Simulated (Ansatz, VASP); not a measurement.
**C: VASP beside Ansatz**

```
C
1.0
     2.02668    0.00000    0.00000
     0.00000    1.36146    0.00000
    -0.87718    0.00000    2.32163
C
1
Direct
  0.50000 0.00000 0.00000
```

Alike in both runs: task single point; functional PBE; k mesh 8 × 12 × 8; occupations gaussian, width 0.1 eV; no spin polarisation.

|  | VASP | Ansatz |
| --- | --- | --- |
| version | VASP 6.6.1 | Ansatz 0.2.0 |
| potentials or method | VASP PAW PBE potentials, release 64 (C), cutoff 520 eV | scalar-relativistic, plane waves, PAW |
| valence electrons in the cell | 4 | 4 |

```tsv
	VASP	Ansatz	Ansatz less VASP
gap on the k mesh at the Fermi level (eV)	none	none	-
pressure (GPa)	27.0	27.0	-0.10
traceless stress, the component that is largest in VASP (GPa)	-115.99	-116.32	-0.329
```

A gap of «none» marks a metal or a gap that the smearing closes.

The k mesh is coarse, so the values compare programs but aren't converged.
